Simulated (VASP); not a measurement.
A run of VASP 6.6.1:

INCAR

```
SYSTEM = InSb
PREC     = Accurate       ! precision mode
ENCUT    = 520            ! plane-wave cutoff, eV
EDIFF    = 1E-7           ! SCF threshold, eV
ISMEAR   = 1              ! smearing method
SIGMA    = 0.2            ! smearing width, eV
LREAL    = .False.        ! projectors in reciprocal space
LASPH    = .True.         ! aspherical terms in the spheres
NELM     = 60             ! most SCF steps
ALGO     = Fast           ! electronic algorithm
ISIF     = 2              ! what is computed and relaxed
LWAVE    = .False.        ! write WAVECAR
LCHARG   = .True.         ! write CHGCAR
GGA      = PE             ! functional
LELF     = .True.         ! ELF
LVHAR    = .True.       
NBANDS   = 26             ! bands
```

KPOINTS

```
Automatic mesh
0
Gamma
  8 8 14
  0 0 0
```

The input POSCAR:

```
InSb
1.0
    5.9204200000      0.0000000000      0.0000000000
    0.0000000000      5.9380040000      0.0000000000
    0.0000000000      0.0000000000      3.2224990000
In Sb
2 2
Direct
    0.0000000000      0.0000000000      0.0088050000
    0.5000000000      0.5000000000      0.9911950000
    0.0000000000      0.5000000000      0.2769970000
    0.5000000000      0.0000000000      0.7230030000
```

Potentials or basis: VASP PAW PBE potentials, release 64 (In_d, Sb).

Run with:

```sh
$ cat potpaw_PBE.64/In_d/POTCAR potpaw_PBE.64/Sb/POTCAR > POTCAR
$ mpirun -np 1 vasp_std > vasp.out
```

Hardware: 1 thread of Oxide Virtual Turin-like Processor, with other jobs on the host.

How long does it take, and how much memory?

Run time: 7.2 min on 1 thread of Oxide Virtual Turin-like Processor (shared host), peak memory 0.57 GiB. Counts: scf iterations 15, k points 200.
